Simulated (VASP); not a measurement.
**Al: single point with PBEsol**

The system is Al.

```xyz
1
Lattice="0.0000 1.9734 2.1252 1.9734 0.0000 2.1252 1.9734 1.9734 0.0000" Properties=species:S:1:pos:R:3 pbc="T T T"
Al    0.0000    0.0000    0.0000
```

This cell differs from its parent crystal: strain -0.025 along x and y, +0.050 along z.

```yaml
Program: VASP 6.6.1
Task: single point
Functional: PBEsol
Potentials_or_basis: VASP PAW PBE potentials, release 64 (Al)
Cutoff: 520 eV
k_mesh: 20 × 20 × 20
Occupations: gaussian, width 0.15 eV
Spin: no spin polarisation
Dipole_correction: no
Further_INCAR_settings: ALGO = Fast; EDIFF = 1e-07; NBANDS = 8
```

The pressure is -1.4 GPa.

Stress tensor (GPa, compression positive):
```
 0.13  0.00  0.00
 0.00  0.13  0.00
 0.00  0.00 -4.38
```

Levels at points of the mesh, in eV from the Fermi level:
```csv
k point,band 1,band 2,band 3,band 4,band 5,band 6
"(0.00, 0.00, 0.00)",-11.08,12.12,12.95,12.95,14.04,14.04
"(0.50, 0.00, 0.00)",-4.55,-4.33,10.24,10.48,12.30,12.34
"(0.50, 0.50, 0.00)",-3.54,-2.58,5.86,6.53,6.53,9.98
"(0.50, 0.00, 0.50)",-2.52,-1.07,4.93,5.06,5.46,8.60
```

Wall time 48 s on 1 thread of AMD EPYC 9R45 96-Core Processor (Zen 5), on a shared host, peak memory 0.16 GiB.

Caveat: the cell differs from its parent crystal (strain -0.025 along x and y, +0.050 along z); the PAW data sets were made with another functional, which shifts forces and pressure a little.
